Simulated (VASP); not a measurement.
**B18N17 (a cell with a defect): single point with PBE**

B18N17 (a cell with a defect):

```xyz
35
Lattice="7.4650 0.0000 0.0000 -3.7325 6.4649 0.0000 0.0000 0.0000 6.4955" Properties=species:S:1:pos:R:3 pbc="T T T"
B     0.2009    1.2950    1.6296
B     1.0505    0.8203    4.8776
B    -1.0671    3.4616    1.6313
B    -0.1969    2.9817    4.8838
B    -2.3008    5.6586    1.6324
B    -1.4407    5.1324    4.8658
B     2.6376    1.2802    1.6273
B     3.5357    0.8220    4.8922
B     1.4251    3.4610    1.6310
B     2.2893    2.9778    4.8942
B     0.1882    5.6123    1.6270
B     1.0474    5.1324    4.8783
B     5.1561    1.3104    1.6246
B     6.0199    0.8206    4.8735
B     3.9168    3.4600    1.6293
B     4.7785    2.9782    4.8793
B     2.6695    5.6167    1.6257
B     3.5343    5.1338    4.8625
N    -0.1871    1.5347    4.8778
N     2.6546    2.7085    1.6366
N    -1.4318    3.6899    4.8701
N     0.1906    2.7235    1.6336
N    -2.6741    5.8460    4.8505
N    -1.0790    4.9319    1.6325
N     2.3005    1.5330    4.9053
N     3.8773    0.5847    1.6238
N     1.0573    3.6889    4.8933
N    -0.1857    5.8442    4.8787
N     1.4254    4.8978    1.6260
N     4.7889    1.5355    4.8886
N     6.4239    0.5896    1.6227
N     3.5447    3.6902    4.8790
N     5.1507    2.7478    1.6283
N     2.3021    5.8453    4.8644
N     3.9362    4.9288    1.6231
```

* Program: VASP 6.6.1
* Task: single point
* Functional: PBE
* Potentials or basis: VASP PAW PBE potentials, release 64 (B, N)
* Cutoff: 520 eV
* k mesh: 2 × 2 × 2, shifted
* Occupations: fermi-dirac, width 0.01 eV
* Spin: no spin polarisation
* Dipole correction: no
* Charge: 3
* Further INCAR settings: LREAL = Auto; ALGO = Normal; EDIFF = 1e-06; NBANDS = 92; NELECT = 136.0

```yaml
Largest_force: 0.584 eV/Å
```

Forces in eV/Å, atoms in the order of the input:
```
B   -0.068  0.041 -0.008
B    0.304 -0.185  0.000
B   -0.458  0.068  0.004
B    0.431 -0.380 -0.003
B   -0.131 -0.007 -0.028
B    0.484 -0.302 -0.002
B   -0.069  0.118  0.023
B    0.486 -0.277 -0.007
B   -0.010  0.258  0.023
B    0.465 -0.276  0.020
B   -0.026  0.014  0.003
B    0.439 -0.260  0.007
B   -0.285  0.360  0.002
B    0.544 -0.212  0.002
B    0.105 -0.058  0.002
B    0.446 -0.263 -0.002
B   -0.230 -0.114 -0.030
B    0.446 -0.271 -0.016
N   -0.433  0.267  0.001
N   -0.271  0.118 -0.043
N   -0.399  0.325  0.018
N    0.300 -0.265 -0.011
N   -0.450  0.211  0.062
N    0.139 -0.115 -0.003
N   -0.392  0.303 -0.059
N    0.164 -0.042  0.005
N   -0.435  0.248 -0.040
N   -0.436  0.253  0.000
N    0.221 -0.122  0.009
N   -0.468  0.194 -0.019
N    0.372 -0.122  0.021
N   -0.446  0.268 -0.003
N    0.325 -0.202  0.001
N   -0.420  0.258  0.027
N   -0.243  0.170  0.044
```

Levels at points of the mesh, in eV from the Fermi level:
| k point | band 66 | band 67 | band 68 | band 69 | band 70 | band 71 |
| --- | --- | --- | --- | --- | --- | --- |
| (0.25, 0.25, 0.25) | -0.53 | -0.37 | -0.33 | 0.11 | 3.74 | 4.60 |

Wall time 14 min on 1 thread of Oxide Virtual Turin-like Processor, on a shared host, peak memory 0.46 GiB.

Caveat: the k points lie up to 0.49 Å⁻¹ apart; the cell carries a net charge on a neutralising background, which shifts energy and pressure; the cell is charged against a uniform background, so pressure and absolute levels hang on convention.
